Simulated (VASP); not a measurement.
# C (Fd-3m) in VASP: a series of runs

The runs below take C through single point, with PBE.

All numbers are computed with VASP 6.6.1; they aren't measurements. Logs are shortened: lines on timing, memory, paths and dates and some standing lists are left out, and cuts for length are marked.

### 1 The cell of the first run

It takes space group Fd-3m (No. 227, cubic). The conventional cell has a = 3.535 Å, b = 3.535 Å, c = 3.535 Å, α = 90.00°, β = 90.00°, γ = 90.00°. Within 2.0 Å of C (site symmetry -43m) lie 4 C at 1.53 Å.

### 2 Single point, PBE (volume scaled by 0.97)

INCAR

```
SYSTEM = C
PREC     = Accurate       ! precision mode
ENCUT    = 520            ! plane-wave cutoff, eV
EDIFF    = 1E-6           ! SCF threshold, eV
ISMEAR   = 0              ! smearing method
SIGMA    = 0.02           ! smearing width, eV
LREAL    = .FALSE.        ! projectors in reciprocal space
LASPH    = .TRUE.         ! aspherical terms in the spheres
NELM     = 100            ! most SCF steps
ALGO     = Normal         ! electronic algorithm
ISIF     = 2              ! what is computed and relaxed
LWAVE    = .FALSE.        ! write WAVECAR
LCHARG   = .FALSE.        ! write CHGCAR
GGA      = PE             ! functional
NBANDS   = 11             ! bands
```

KPOINTS

```
regular mesh
0
G
  12 12 12
  0 0 0
```

POSCAR

```
C
1.0
    0.0000000000      1.7676978839      1.7676978839
    1.7676978839      0.0000000000      1.7676978839
    1.7676978839      1.7676978839      0.0000000000
C
2
Direct
    0.0000000000      0.0000000000      0.0000000000
    0.2500000000      0.2500000000      0.2500000000
```

Potentials or basis: VASP PAW PBE potentials, release 64 (C).

Run with:

```console
> cat potpaw_PBE.64/C/POTCAR > POTCAR
> mpirun -np 1 vasp_std > vasp.out
```

OUTCAR:

```text
SYSTEM = C
   PREC = Accurate
   ENCUT = 520
   EDIFF = 1E-6
   ISMEAR = 0
   LREAL = .FALSE.
   LASPH = .TRUE.
   NELM = 100
   ISIF = 2
   GGA = PE

 ion  position               nearest neighbor table
   1  0.000  0.000  0.000-   2 1.53   2 1.53   2 1.53   2 1.53
   2  0.250  0.250  0.250-   1 1.53   1 1.53   1 1.53   1 1.53

  LATTYP: Found a face centered cubic cell.
 ALAT       =     3.5353957678

  Lattice vectors:

 A1 = (   0.0000000000,   1.7676978839,   1.7676978839)
 A2 = (   1.7676978839,   0.0000000000,   1.7676978839)
 A3 = (   1.7676978839,   1.7676978839,   0.0000000000)

Analysis of symmetry for initial positions (statically):
=====================================================================
 Subroutine PRICEL returns:
 Original cell was already a primitive cell.

 Routine SETGRP: Setting up the symmetry group for a
 face centered cubic supercell.

 Subroutine GETGRP returns: Found 48 space group operations
 (whereof 24 operations were pure point group operations)
 out of a pool of 48 trial point group operations.

The static configuration has the point symmetry T_d .
 The point group associated with its full space group is O_h .

Analysis of symmetry for dynamics (positions and initial velocities):
=====================================================================
 Subroutine PRICEL returns:
 Original cell was already a primitive cell.

 Routine SETGRP: Setting up the symmetry group for a
 face centered cubic supercell.

 Subroutine GETGRP returns: Found 48 space group operations
 (whereof 24 operations were pure point group operations)
 out of a pool of 48 trial point group operations.

The dynamic configuration has the point symmetry T_d .
 The point group associated with its full space group is O_h .

 Subroutine INISYM returns: Found 48 space group operations
 (whereof 24 operations are pure point group operations),
 and found     1 'primitive' translations

----------------------------------------------------------------------------------------

                                     Primitive cell

  volume of cell :      11.0472

  direct lattice vectors                    reciprocal lattice vectors
     0.000000000  1.767697884  1.767697884    -0.282853764  0.282853764  0.282853764
     1.767697884  0.000000000  1.767697884     0.282853764 -0.282853764  0.282853764
     1.767697884  1.767697884  0.000000000     0.282853764  0.282853764 -0.282853764

  length of vectors
     2.499902322  2.499902322  2.499902322     0.489917090  0.489917090  0.489917090

  position of ions in fractional coordinates (direct lattice)
     0.000000000  0.000000000  0.000000000
     0.250000000  0.250000000  0.250000000

  ion indices of the primitive-cell ions
   primitive index   ion index
                 1           1
                 2           2

----------------------------------------------------------------------------------------

 KPOINTS: regular mesh

Automatic generation of k-mesh.
 Grid dimensions read from file:
 generate k-points for:   12   12   12

 Generating k-lattice:

  Cartesian coordinates                     Fractional coordinates (reciprocal lattice)
    -0.023571147  0.023571147  0.023571147     0.083333333  0.000000000  0.000000000
     0.023571147 -0.023571147  0.023571147     0.000000000  0.083333333  0.000000000
     0.023571147  0.023571147 -0.023571147     0.000000000  0.000000000  0.083333333

  Length of vectors
     0.040826424  0.040826424  0.040826424

  Shift w.r.t. Gamma in fractional coordinates (k-lattice)
     0.000000000  0.000000000  0.000000000

 Subroutine IBZKPT returns following result:
 ===========================================

 Found     72 irreducible k-points:

 Following reciprocal coordinates:
            Coordinates               Weight
  0.000000  0.000000  0.000000      1.000000
  0.083333  0.000000  0.000000      8.000000
  0.166667  0.000000  0.000000      8.000000
  0.250000  0.000000  0.000000      8.000000
  0.333333  0.000000  0.000000      8.000000
  0.416667  0.000000  0.000000      8.000000
[... 16 lines left out ...]
  0.500000  0.166667  0.000000     24.000000
 -0.416667  0.166667  0.000000     24.000000
 [... further k-points ...]
   k-points           NKPTS =     72   k-points in BZ     NKDIM =     72   number of bands    NBANDS=     11
   number of dos      NEDOS =    301   number of ions     NIONS =      2
   total plane-waves  NPLWV =   8000
   dimension x,y,z NGX =    20 NGY =   20 NGZ =   20
   dimension x,y,z NGXF=    40 NGYF=   40 NGZF=   40
   ions per type =               2
   NGX,Y,Z   is equivalent  to a cutoff of  13.30, 13.30, 13.30 a.u.
   NGXF,Y,Z  is equivalent  to a cutoff of  26.60, 26.60, 26.60 a.u.
 SYSTEM =  C
   PREC   = accura    normal or accurate (medium, high low for compatibility)
   ISTART =      0    job   : 0-new  1-cont  2-samecut
   ICHARG =      2    charge: 1-file 2-atom 10-const
   ISPIN  =      1    spin polarized calculation?
   LNONCOLLINEAR =      F non collinear calculations
   LSORBIT =      F    spin-orbit coupling
   LASPH  =      T    aspherical Exc in radial PAW
   ENCUT  =  520.0 eV  38.22 Ry    6.18 a.u.   4.65  4.65  4.65*2*pi/ulx,y,z
   NELM   =    100;   NELMIN=  2; NELMDL= -5     # of ELM steps
   EDIFF  = 0.1E-05   stopping-criterion for ELM
   LREAL  =      F    real-space projection
   EDIFFG = 0.1E-04   stopping-criterion for IOM
   NSW    =      0    number of steps for IOM
   IBRION =     -1    ionic relax: 0-MD 1-quasi-New 2-CG
   NFREE  =      0    steps in history (QN), initial steepest desc. (CG)
   ISIF   =      2    stress and relaxation
   ISYM   =      2    0-nonsym 1-usesym 2-fastsym
   POTIM  = 0.5000    time-step for ionic-motion
   TEBEG  =    0.0;   TEEND  =   0.0 temperature during run
   PSTRESS=    0.0 pullay stress
   NELECT =       8.0000    total number of electrons
   NUPDOWN=      -1.0000    fix difference up-down
   EMIN   =  10.00;   EMAX   =-10.00  energy-range for DOS
   EFERMI =   0.00;   METHOD = LEGACY
   ISMEAR =     0;   SIGMA  =   0.02  broadening in eV -4-tet -1-fermi 0-gaus
   EFERMI_NEDOS =   21; number of points for ismear=-14 and -15
   IALGO  =     38    algorithm
   IMIX   =      4    mixing-type and parameters
     AMIX     =   0.40;   BMIX     =  1.00
     AMIX_MAG =   1.60;   BMIX_MAG =  1.00
  volume/ion in A,a.u.               =       5.52        37.28
  Fermi-wavevector in a.u.,A,eV,Ry     =   1.470122  2.778128 29.405720  2.161259
  Thomas-Fermi vector in A             =   2.585417
   LORBIT       =      0    0 simple, 1 ext, 2 COOP (PROOUT), +10 PAW based schemes
   GGA     = PE    functional components
   LHFCALC =     F    Hartree Fock is set to
   AEXX    =    0.0000 exact exchange contribution
   IVDW    =     0    specifies the selected vdW correction
   LEPSILON=     F    determine dielectric tensor
   LRPA    =     F    only Hartree local field effects (RPA)
 non-spin polarized calculation
 Gauss-broadening in eV      SIGMA  =   0.02
  energy-cutoff  :      520.00
  volume of cell :       11.05
 maximum number of plane-waves:       310
   NGX =  9   NGY =  9   NGZ =  9

 number of electron       7.9999999 magnetization

 Free energy of the ion-electron system (eV)
  ---------------------------------------------------
  ext. energy  EPLUGINS =         0.00000000
  ---------------------------------------------------
  free energy    TOTEN  =       -18.16909846 eV

  energy without entropy =      -18.16909846  energy(sigma->0) =      -18.16909846

 E-fermi :  10.3802     XC(G=0): -13.3843

 val. band max:       10.1169375198   @ k =   0.0000   0.0000   0.0000
 cond. band min:      14.3305994571   @ k =   0.3333   0.3333   0.0000
 fundamental gap:      4.2136619372
 Fermi energy:        10.3802489100

 k-point     1 :       0.0000    0.0000    0.0000
  band No.  band energies     occupation
      1     -11.7197      2.00000
      2      10.1169      2.00000
      3      10.1169      2.00000
      4      10.1169      2.00000
      5      15.7799      0.00000
      6      15.7799      0.00000
      7      15.7799      0.00000
      8      24.0612      0.00000
      9      29.7533      0.00000
     10      36.9442      0.00000
     11      36.9442      0.00000

 k-point     2 :       0.0833    0.0000    0.0000
  band No.  band energies     occupation
      1     -11.5237      2.00000
      2       8.8644      2.00000
      3       9.7847      2.00000
      4       9.7847      2.00000
      5      16.2156      0.00000
      6      16.2156      0.00000
      7      16.5267      0.00000
      8      24.2064      0.00000
      9      30.0766      0.00000
     10      34.7698      0.00000
     11      34.7698      0.00000

 k-point     3 :       0.1667    0.0000    0.0000
  band No.  band energies     occupation
      1     -10.9384      2.00000
      2       6.2858      2.00000
      3       9.0653      2.00000
      4       9.0653      2.00000
      5      17.1587      0.00000
      6      17.1587      0.00000
      7      17.6830      0.00000
      8      24.6187      0.00000
      9      30.7501      0.00000
     10      33.1433      0.00000
     11      33.1433      0.00000

 k-point     4 :       0.2500    0.0000    0.0000
  band No.  band energies     occupation
      1      -9.9719      2.00000
      2       3.3986      2.00000
      3       8.3252      2.00000
      4       8.3252      2.00000
      5      18.0311      0.00000
      6      18.0311      0.00000
      7      18.5100      0.00000
      8      25.1900      0.00000
      9      31.1854      0.00000
     10      32.7296      0.00000
     11      32.7296      0.00000

 k-point     5 :       0.3333    0.0000    0.0000
  band No.  band energies     occupation
      1      -8.6443      2.00000
      2       0.5672      2.00000
      3       7.7388      2.00000
      4       7.7388      2.00000
      5      18.5176      0.00000
      6      18.5176      0.00000
      7      18.9973      0.00000
      8      25.7055      0.00000
      9      31.4462      0.00000
     10      33.6026      0.00000
     11      33.6026      0.00000
[... 211 lines left out ...]
 k-point    21 :       0.3333    0.1667    0.0000
  band No.  band energies     occupation
      1      -8.8878      2.00000
      2       2.7636      2.00000
      3       6.1795      2.00000
      4       6.6329      2.00000
      5      16.2260      0.00000
      6      21.1792      0.00000
      7      21.1847      0.00000
      8      22.1071      0.00000
      9      31.4767      0.00000
     10      32.1785      0.00000
     11      37.4794      0.00000

 k-point    22 :       0.4167    0.1667    0.0000
  band No.  band energies     occupation
      1      -7.4647      2.00000
      2       0.1611      2.00000
      3       5.7673      2.00000
      4       5.9572      2.00000
      5      16.8933      0.00000
      6      21.3096      0.00000
      7      21.5501      0.00000
      8      23.0279      0.00000
      9      31.5352      0.00000
     10      33.0571      0.00000
     11      37.8965      0.00000

 k-point    23 :       0.5000    0.1667    0.0000
  band No.  band energies     occupation
      1      -5.8371      2.00000
      2      -2.1362      2.00000
      3       5.0314      2.00000
      4       6.0481      2.00000
      5      17.3160      0.00000
      6      21.0232      0.00000
      7      21.6914      0.00000
      8      24.6717      0.00000
      9      30.5834      0.00000
     10      34.4436      0.00000
     11      37.0844      0.00000

 k-point    24 :      -0.4167    0.1667    0.0000
  band No.  band energies     occupation
      1      -5.3862      2.00000
      2      -2.6752      2.00000
      3       4.5312      2.00000
      4       6.4371      2.00000
      5      17.7641      0.00000
      6      20.5192      0.00000
      7      21.6691      0.00000
      8      25.8789      0.00000
      9      29.8727      0.00000
     10      34.6018      0.00000
     11      35.1989      0.00000

 [... further k-points ...]

------------------------ aborting loop because EDIFF is reached ----------------------------------------

  FORCE on cell =-STRESS in cart. coord.  units (eV):
  Direction    XX          YY          ZZ          XY          YZ          ZX
  --------------------------------------------------------------------------------------
  -------------------------------------------------------------------------------------
  Total        1.0193516      1.0193516      1.0193516     -0.0000000      0.0000000     -0.0000000
  in kB      147.8360924    147.8360924    147.8360924     -0.0000000      0.0000000     -0.0000000
  external PRESSURE =     147.8360924 kB  Pullay stress =       0.0000000 kB

 VOLUME and BASIS-vectors are now :
 -----------------------------------------------------------------------------
  energy-cutoff  :      520.00
  volume of cell :       11.05
      direct lattice vectors                 reciprocal lattice vectors
     0.000000000  1.767697884  1.767697884    -0.282853764  0.282853764  0.282853764
     1.767697884  0.000000000  1.767697884     0.282853764 -0.282853764  0.282853764
     1.767697884  1.767697884  0.000000000     0.282853764  0.282853764 -0.282853764

 POSITION                                       TOTAL-FORCE (eV/Angst)
 -----------------------------------------------------------------------------------
      0.00000      0.00000      0.00000        -0.000000     -0.000000     -0.000000
      0.88385      0.88385      0.88385         0.000000      0.000000      0.000000
 -----------------------------------------------------------------------------------
    total drift:                                0.000000      0.000000      0.000000

  FREE ENERGIE OF THE ION-ELECTRON SYSTEM (eV)
  ---------------------------------------------------
  free  energy   TOTEN  =       -18.1690984608 eV

  energy  without entropy=      -18.1690984608  energy(sigma->0) =      -18.16909846
```

It took 8.9 s on 1 thread of AMD EPYC 7R13, shared host; peak memory 0.09 GiB.

Results:

```
Free energy            : -18.1691 eV
Pressure               : 14.8 GPa
Band gap on the k mesh : 4.21 eV, indirect (least direct gap 5.66 eV)
```

### 3 Single point, PBE (volume scaled by 1.03)

INCAR

```
ALGO = Normal
EDIFF = 1E-6
ENCUT = 520
GGA = PE
ISIF = 2
ISMEAR = 0
LASPH = T
LCHARG = F
LREAL = F
LWAVE = F
NBANDS = 11
NELM = 100
PREC = Accurate
SIGMA = 0.02
```

KPOINTS

```
k-points
0
Gamma
  12 12 12
```

POSCAR

```
C
1.0
    0.0000000000      1.8034185762      1.8034185762
    1.8034185762      0.0000000000      1.8034185762
    1.8034185762      1.8034185762      0.0000000000
C
2
Direct
    0.0000000000      0.0000000000      0.0000000000
    0.2500000000      0.2500000000      0.2500000000
```

Potentials or basis: VASP PAW PBE potentials, release 64 (C).

Run with:

```console
> cat potpaw_PBE.64/C/POTCAR > POTCAR
> mpirun -np 1 vasp_std > vasp.out
```

Run time: 10 s. Hardware: 1 thread of AMD EPYC 7R13, shared host; peak memory 0.09 GiB.

It converged, with:

```yaml
Free_energy: -18.1744 eV
Pressure: -11.5 GPa
Band_gap_on_the_k_mesh: 4.08 eV, indirect (least direct gap 5.50 eV)
```

Levels at points of the mesh, in eV from the valence-band top:
```csv
k point,band 2,band 3,band 4,band 5,band 6,band 7
"(0.00, 0.00, 0.00)",0.00,0.00,0.00,5.50,5.50,5.50
"(0.50, 0.00, 0.00)",-13.01,-2.71,-2.71,8.32,8.32,8.40
"(0.50, 0.50, 0.00)",-12.53,-6.10,-6.10,4.69,4.69,16.31
```

 A k mesh can miss the band edges.
